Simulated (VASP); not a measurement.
# SrRhN2 (P4/mmm) in VASP: relaxation of cell and atoms with PBE

Aim: the relaxation of cell and atoms of SrRhN2 with PBE.

All numbers are computed with VASP 6.6.1; they aren't measurements. Logs are shortened: lines on timing, memory, paths and dates and some standing lists are left out, and cuts for length are marked.

### Step 1. The cell of the first run

The structure is tetragonal, space group P4/mmm (No. 123). The conventional cell has a = 3.901 Å, b = 3.901 Å, c = 3.855 Å, α = 90.00°, β = 90.00°, γ = 90.00°. Sr (site symmetry 4/mmm) has 8 N at 2.74 Å and 8 Rh at 3.36 Å within 3.6 Å. Within 2.6 Å of Rh (site symmetry 4/mmm) lie 4 N at 1.95 Å. Within 2.6 Å of N (site symmetry mmm) lie 2 Rh at 1.95 Å.

### Step 2. Relaxation of cell and atoms, PBE

INCAR reads:

```
PREC = Accurate
ENCUT = 600
EDIFF = 1E-6
ISMEAR = 0
SIGMA = 0.1
LREAL = False
LASPH = True
NELM = 100
ALGO = Normal
ISIF = 3
LWAVE = False
LCHARG = False
GGA = PE
IBRION = 2
NSW = 100
EDIFFG = -0.01
```

KPOINTS reads:

```
Automatic mesh
0
Gamma
  12 12 12
```

POSCAR reads:

```
SrRhN2
1.0
    3.9009499508      0.0000000000      0.0000000000
    0.0000000000      3.9009499508      0.0000000000
    0.0000000000      0.0000000000      3.8545906340
Sr Rh N
1 1 2
Direct
    0.5000000000      0.5000000000      0.5000000000
    0.0000000000      0.0000000000      0.0000000000
    0.5000000000      0.0000000000      0.0000000000
    0.0000000000      0.5000000000      0.0000000000
```

Potentials or basis: VASP PAW PBE potentials, release 64 (Sr_sv, Rh_pv, N).

On the command line:

```console
$ cat potpaw_PBE.64/Sr_sv/POTCAR potpaw_PBE.64/Rh_pv/POTCAR potpaw_PBE.64/N/POTCAR > POTCAR
$ mpirun -np 1 vasp_std > vasp.out
```

OUTCAR:

```text
PREC = Accurate
   ENCUT = 600
   EDIFF = 1E-6
   ISMEAR = 0
   LREAL = False
   LASPH = True
   NELM = 100
   ISIF = 3
   GGA = PE
   IBRION = 2
   NSW = 100
   EDIFFG = -0.01

 ion  position               nearest neighbor table
   1  0.500  0.500  0.500-   3 2.74   4 2.74   3 2.74   4 2.74   3 2.74   3 2.74   4 2.74   4 2.74
                             2 3.36   2 3.36   2 3.36   2 3.36   2 3.36   2 3.36   2 3.36   2 3.36
   2  0.000  0.000  0.000-   3 1.95   4 1.95   4 1.95   3 1.95   1 3.36   1 3.36   1 3.36   1 3.36
                             1 3.36   1 3.36   1 3.36   1 3.36
   3  0.500  0.000  0.000-   2 1.95   2 1.95   1 2.74   1 2.74   1 2.74   1 2.74
   4  0.000  0.500  0.000-   2 1.95   2 1.95   1 2.74   1 2.74   1 2.74   1 2.74

  LATTYP: Found a simple tetragonal cell.
 ALAT       =     3.9009499508
 C/A-ratio  =     0.9881158904

  Lattice vectors:

 A1 = (   3.9009499508,   0.0000000000,   0.0000000000)
 A2 = (   0.0000000000,   3.9009499508,   0.0000000000)
 A3 = (   0.0000000000,   0.0000000000,   3.8545906340)

Analysis of symmetry for initial positions (statically):
=====================================================================
 Subroutine PRICEL returns:
 Original cell was already a primitive cell.

 Routine SETGRP: Setting up the symmetry group for a
 simple tetragonal supercell.

 Subroutine GETGRP returns: Found 16 space group operations
 (whereof 16 operations were pure point group operations)
 out of a pool of 16 trial point group operations.

The static configuration has the point symmetry D_4h.

Analysis of symmetry for dynamics (positions and initial velocities):
=====================================================================
 Subroutine PRICEL returns:
 Original cell was already a primitive cell.

 Routine SETGRP: Setting up the symmetry group for a
 simple tetragonal supercell.

 Subroutine GETGRP returns: Found 16 space group operations
 (whereof 16 operations were pure point group operations)
 out of a pool of 16 trial point group operations.

The dynamic configuration has the point symmetry D_4h.

 Subroutine INISYM returns: Found 16 space group operations
 (whereof 16 operations are pure point group operations),
 and found     1 'primitive' translations

----------------------------------------------------------------------------------------

                                     Primitive cell

  volume of cell :      58.6569

  direct lattice vectors                    reciprocal lattice vectors
     3.900949951  0.000000000  0.000000000     0.256347816  0.000000000  0.000000000
     0.000000000  3.900949951  0.000000000     0.000000000  0.256347816  0.000000000
     0.000000000  0.000000000  3.854590634     0.000000000  0.000000000  0.259430921

  length of vectors
     3.900949951  3.900949951  3.854590634     0.256347816  0.256347816  0.259430921

  position of ions in fractional coordinates (direct lattice)
     0.500000000  0.500000000  0.500000000
     0.000000000  0.000000000  0.000000000
     0.500000000  0.000000000  0.000000000
     0.000000000  0.500000000  0.000000000

  ion indices of the primitive-cell ions
   primitive index   ion index
                 1           1
                 2           2
                 3           3
                 4           4

----------------------------------------------------------------------------------------

 KPOINTS: Automatic mesh

Automatic generation of k-mesh.
 Grid dimensions read from file:
 generate k-points for:   12   12   12

 Generating k-lattice:

  Cartesian coordinates                     Fractional coordinates (reciprocal lattice)
     0.021362318  0.000000000  0.000000000     0.083333333  0.000000000  0.000000000
     0.000000000  0.021362318  0.000000000     0.000000000  0.083333333  0.000000000
     0.000000000  0.000000000  0.021619243     0.000000000  0.000000000  0.083333333

  Length of vectors
     0.021362318  0.021362318  0.021619243

  Shift w.r.t. Gamma in fractional coordinates (k-lattice)
     0.000000000  0.000000000  0.000000000

 Subroutine IBZKPT returns following result:
 ===========================================

 Found    196 irreducible k-points:

 Following reciprocal coordinates:
            Coordinates               Weight
  0.000000  0.000000  0.000000      1.000000
  0.083333  0.000000  0.000000      4.000000
  0.166667  0.000000  0.000000      4.000000
  0.250000  0.000000  0.000000      4.000000
  0.333333  0.000000  0.000000      4.000000
  0.416667  0.000000  0.000000      4.000000
[... 16 lines left out ...]
  0.333333  0.333333  0.000000      4.000000
  0.416667  0.333333  0.000000      8.000000
 [... further k-points ...]
   k-points           NKPTS =    196   k-points in BZ     NKDIM =    196   number of bands    NBANDS=     21
   number of dos      NEDOS =    301   number of ions     NIONS =      4
   total plane-waves  NPLWV =  32768
   dimension x,y,z NGX =    32 NGY =   32 NGZ =   32
   dimension x,y,z NGXF=    64 NGYF=   64 NGZF=   64
   ions per type =               1   1   2
   NGX,Y,Z   is equivalent  to a cutoff of  13.64, 13.64, 13.80 a.u.
   NGXF,Y,Z  is equivalent  to a cutoff of  27.27, 27.27, 27.60 a.u.
 SYSTEM =  unknown system
   PREC   = accura    normal or accurate (medium, high low for compatibility)
   ISTART =      0    job   : 0-new  1-cont  2-samecut
   ICHARG =      2    charge: 1-file 2-atom 10-const
   ISPIN  =      1    spin polarized calculation?
   LNONCOLLINEAR =      F non collinear calculations
   LSORBIT =      F    spin-orbit coupling
   LASPH  =      T    aspherical Exc in radial PAW
   ENCUT  =  600.0 eV  44.10 Ry    6.64 a.u.   7.79  7.79  7.70*2*pi/ulx,y,z
   NELM   =    100;   NELMIN=  2; NELMDL= -5     # of ELM steps
   EDIFF  = 0.1E-05   stopping-criterion for ELM
   LREAL  =      F    real-space projection
   EDIFFG = -.1E-01   stopping-criterion for IOM
   NSW    =    100    number of steps for IOM
   IBRION =      2    ionic relax: 0-MD 1-quasi-New 2-CG
   NFREE  =      1    steps in history (QN), initial steepest desc. (CG)
   ISIF   =      3    stress and relaxation
   ISYM   =      2    0-nonsym 1-usesym 2-fastsym
   POTIM  = 0.5000    time-step for ionic-motion
   TEBEG  =    0.0;   TEEND  =   0.0 temperature during run
   PSTRESS=    0.0 pullay stress
   NELECT =      35.0000    total number of electrons
   NUPDOWN=      -1.0000    fix difference up-down
   EMIN   =  10.00;   EMAX   =-10.00  energy-range for DOS
   EFERMI =   0.00;   METHOD = LEGACY
   ISMEAR =     0;   SIGMA  =   0.10  broadening in eV -4-tet -1-fermi 0-gaus
   EFERMI_NEDOS =   21; number of points for ismear=-14 and -15
   IALGO  =     38    algorithm
   IMIX   =      4    mixing-type and parameters
     AMIX     =   0.40;   BMIX     =  1.00
     AMIX_MAG =   1.60;   BMIX_MAG =  1.00
  volume/ion in A,a.u.               =      14.66        98.96
  Fermi-wavevector in a.u.,A,eV,Ry     =   1.378239  2.604494 25.844845  1.899542
  Thomas-Fermi vector in A             =   2.503319
   LORBIT       =      0    0 simple, 1 ext, 2 COOP (PROOUT), +10 PAW based schemes
   GGA     = PE    functional components
   LHFCALC =     F    Hartree Fock is set to
   AEXX    =    0.0000 exact exchange contribution
   IVDW    =     0    specifies the selected vdW correction
   LEPSILON=     F    determine dielectric tensor
   LRPA    =     F    only Hartree local field effects (RPA)
 conjugate gradient relaxation of ions
 non-spin polarized calculation
 Gauss-broadening in eV      SIGMA  =   0.10
  energy-cutoff  :      600.00
  volume of cell :       58.66
 maximum number of plane-waves:      1980
 NGX is ok and might be reduce to    32
   NGX = 15   NGY = 15   NGZ = 15

--------------------------------------- Ionic step        1  -------------------------------------------

 number of electron      34.9999999 magnetization

 Free energy of the ion-electron system (eV)
  ---------------------------------------------------
  ext. energy  EPLUGINS =         0.00000000
  ---------------------------------------------------
  free energy    TOTEN  =       -26.11013592 eV

  energy without entropy =      -26.09576464  energy(sigma->0) =      -26.10295028

------------------------ aborting loop because EDIFF is reached ----------------------------------------

  FORCE on cell =-STRESS in cart. coord.  units (eV):
  Direction    XX          YY          ZZ          XY          YZ          ZX
  --------------------------------------------------------------------------------------
  -------------------------------------------------------------------------------------
  Total       -0.1469260     -0.1469260     -0.0108375      0.0000000      0.0000000      0.0000000
  in kB       -4.0131948     -4.0131948     -0.2960203      0.0000000      0.0000000      0.0000000
  external PRESSURE =      -2.7741367 kB  Pullay stress =       0.0000000 kB

 VOLUME and BASIS-vectors are now :
 -----------------------------------------------------------------------------
  energy-cutoff  :      600.00
  volume of cell :       58.66
      direct lattice vectors                 reciprocal lattice vectors
     3.900949951  0.000000000  0.000000000     0.256347816  0.000000000  0.000000000
     0.000000000  3.900949951  0.000000000     0.000000000  0.256347816  0.000000000
     0.000000000  0.000000000  3.854590634     0.000000000  0.000000000  0.259430921
[... 39 lines left out ...]
 POSITION                                       TOTAL-FORCE (eV/Angst)
 -----------------------------------------------------------------------------------
      1.94702      1.94702      1.92704         0.000000      0.000000      0.000000
      0.00000      0.00000      0.00000         0.000000      0.000000      0.000000
      1.94702      0.00000      0.00000         0.000000      0.000000      0.000000
      0.00000      1.94702      0.00000         0.000000      0.000000      0.000000
 -----------------------------------------------------------------------------------
    total drift:                                0.000000      0.000000     -0.000000

  FREE ENERGIE OF THE ION-ELECTRON SYSTEM (eV)
  ---------------------------------------------------
  free  energy   TOTEN  =       -26.1100965386 eV

  energy  without entropy=      -26.0958459952  energy(sigma->0) =      -26.10297127

--------------------------------------- Ionic step        3  -------------------------------------------

 number of electron      34.9999999 magnetization

 Free energy of the ion-electron system (eV)
  ---------------------------------------------------
  ext. energy  EPLUGINS =         0.00000000
  ---------------------------------------------------
  free energy    TOTEN  =       -26.11026044 eV

  energy without entropy =      -26.09594683  energy(sigma->0) =      -26.10310363

 E-fermi :   5.4632     XC(G=0): -11.0684

 val. band max:        5.4623248749   @ k =   0.3333   0.3333   0.0000
 cond. band min:       5.4638682784   @ k =   0.2500   0.2500   0.1667
 fundamental gap:      0.0015434035
 Fermi energy:         5.4631587195

 k-point     1 :       0.0000    0.0000    0.0000
  band No.  band energies     occupation
      1     -42.5121      2.00000
      2     -42.5121      2.00000
      3     -41.6567      2.00000
      4     -28.6591      2.00000
      5     -10.6917      2.00000
      6     -10.6917      2.00000
[... 13 lines left out ...]
     20       5.4791      0.82167
     21       8.1362      0.00000
[... 529 lines left out ...]
 k-point    24 :       0.4167    0.3333    0.0000
  band No.  band energies     occupation
      1     -42.5191      2.00000
      2     -42.5175      2.00000
      3     -41.6556      2.00000
      4     -28.6244      2.00000
      5     -11.2829      2.00000
      6     -11.1458      2.00000
[... 13 lines left out ...]
     20      10.7684      0.00000
     21      11.3405      0.00000

 [... further k-points ...]

------------------------ aborting loop because EDIFF is reached ----------------------------------------

  FORCE on cell =-STRESS in cart. coord.  units (eV):
  Direction    XX          YY          ZZ          XY          YZ          ZX
  --------------------------------------------------------------------------------------
  -------------------------------------------------------------------------------------
  Total        0.0002350      0.0002350      0.0102990      0.0000000      0.0000000      0.0000000
  in kB        0.0064292      0.0064292      0.2817972      0.0000000      0.0000000      0.0000000
  external PRESSURE =       0.0982185 kB  Pullay stress =       0.0000000 kB

 VOLUME and BASIS-vectors are now :
 -----------------------------------------------------------------------------
  energy-cutoff  :      600.00
  volume of cell :       58.56
      direct lattice vectors                 reciprocal lattice vectors
     3.897703315  0.000000000  0.000000000     0.256561344  0.000000000  0.000000000
     0.000000000  3.897703315  0.000000000     0.000000000  0.256561344  0.000000000
     0.000000000  0.000000000  3.854354002     0.000000000  0.000000000  0.259446849

 POSITION                                       TOTAL-FORCE (eV/Angst)
 -----------------------------------------------------------------------------------
      1.94885      1.94885      1.92718         0.000000      0.000000      0.000000
      0.00000      0.00000      0.00000         0.000000      0.000000      0.000000
      1.94885      0.00000      0.00000         0.000000      0.000000      0.000000
      0.00000      1.94885      0.00000         0.000000      0.000000      0.000000
 -----------------------------------------------------------------------------------
    total drift:                                0.000000      0.000000     -0.000000

  FREE ENERGIE OF THE ION-ELECTRON SYSTEM (eV)
  ---------------------------------------------------
  free  energy   TOTEN  =       -26.1102604370 eV

  energy  without entropy=      -26.0959468323  energy(sigma->0) =      -26.10310363

 reached required accuracy - stopping structural energy minimisation
```

It took 11 min on 1 thread of AMD EPYC 7R43 (Zen 3), shared host; peak memory 0.41 GiB.

Results:

```yaml
Free_energy: -26.1103 eV
Relaxed_volume: 14.64 Å³/atom
Relaxed_cell: a = 3.898 Å, b = 3.898 Å, c = 3.854 Å, α = 90.00°, β = 90.00°, γ = 90.00°
Space_group_after_relaxing_to_0.05_Å: P4/mmm (No. 123)
Energy_gained_by_relaxing: 0.0 meV/atom
Ionic_steps: 3
Pressure_after_relaxing: 0.0 GPa
```

Step by step:
```tsv
step	energy change (eV)	largest force (eV/Å)	pressure (GPa)	volume (Å³)
1	0.0000	0.0000	-0.28	58.66
2	0.0000	0.0000	0.37	58.44
3	-0.0001	0.0000	0.01	58.56
```

Final structure:
```
CELL_PARAMETERS angstrom
3.89770 0.00000 0.00000
0.00000 3.89770 0.00000
0.00000 0.00000 3.85435
ATOMIC_POSITIONS crystal
Sr 0.50000 0.50000 0.50000
Rh 0.00000 0.00000 0.00000
N 0.50000 0.00000 0.00000
N 0.00000 0.50000 0.00000
```

Levels at points of the mesh, in eV from the Fermi level:
| k point | band 14 | band 15 | band 16 | band 17 | band 18 | band 19 | band 20 | band 21 |
| --- | --- | --- | --- | --- | --- | --- | --- | --- |
| (0.00, 0.00, 0.00) | -2.80 | -2.80 | -2.37 | -1.34 | -0.58 | -0.58 | 0.02 | 2.67 |
| (0.50, 0.00, 0.00) | -2.72 | -2.72 | -2.67 | -2.60 | 0.95 | 1.15 | 2.51 | 3.31 |
| (0.50, 0.50, 0.00) | -4.92 | -3.04 | 0.16 | 0.29 | 0.82 | 0.82 | 5.99 | 7.35 |
| (0.00, 0.00, 0.50) | -2.92 | -2.92 | -2.63 | -1.69 | -0.79 | -0.79 | 0.17 | 3.62 |
| (0.50, 0.00, 0.50) | -2.51 | -2.36 | -1.77 | -1.64 | 0.51 | 0.56 | 3.18 | 4.02 |
| (0.50, 0.50, 0.50) | -4.74 | -0.89 | 0.35 | 0.63 | 0.99 | 1.00 | 1.00 | 6.39 |
